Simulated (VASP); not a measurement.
Set up this calculation in VASP 6.6.1, as the native input.

```
Task                   : single point
Functional             : LDA
Potentials or basis    : VASP PAW LDA potentials, release 64 (Al, Cu)
Cutoff                 : 520 eV
k mesh                 : 12 × 12 × 12
Occupations            : gaussian, width 0.15 eV
Spin                   : no spin polarisation
Dipole correction      : no
Further INCAR settings : ALGO = Fast; EDIFF = 1e-07; NBANDS = 18
```

The structure of Al3Cu lies in POSCAR:

```
Al3Cu
1.0
    3.8888570821      0.0000000000      0.0000000000
    0.0000000000      3.8888570821      0.0000000000
    0.0000000000      0.0000000000      3.8888570821
Al Cu
3 1
Direct
    0.0000000000      0.5000000000      0.5000000000
    0.5000000000      0.0000000000      0.5000000000
    0.5000000000      0.5000000000      0.0000000000
    0.0000000000      0.0000000000      0.0000000000
```

These files were run (other wordings do the same):

INCAR

```
PREC     = Accurate       # precision mode
ENCUT    = 520            # plane-wave cutoff, eV
EDIFF    = 1E-7           # SCF threshold, eV
ISMEAR   = 0              # smearing method
SIGMA    = 0.15           # smearing width, eV
LREAL    = False          # projectors in reciprocal space
LASPH    = True           # aspherical terms in the spheres
NELM     = 100            # most SCF steps
ALGO     = Fast           # electronic algorithm
ISIF     = 2              # what is computed and relaxed
LWAVE    = False          # write WAVECAR
LCHARG   = True           # write CHGCAR
LELF     = True           # ELF
LVHAR    = True         
NBANDS   = 18             # bands
```

KPOINTS

```
Automatic mesh
0
Gamma
  12 12 12
```

Potentials or basis: VASP PAW LDA potentials, release 64 (Al, Cu).

The run is started by

```sh
$ cat potpaw_LDA.64/Al/POTCAR potpaw_LDA.64/Cu/POTCAR > POTCAR
$ mpirun -np 1 vasp_std > vasp.out
```

Results of the run:

```
Pressure               : -2.5 GPa
Band gap on the k mesh : zero (bands 10 and 11 overlap by 4.19 eV)
```

Wall time 2.3 min on 1 thread of Intel(R) Xeon(R) Platinum 8488C (Sapphire Rapids), with other jobs on the host, peak memory 0.2 GiB.
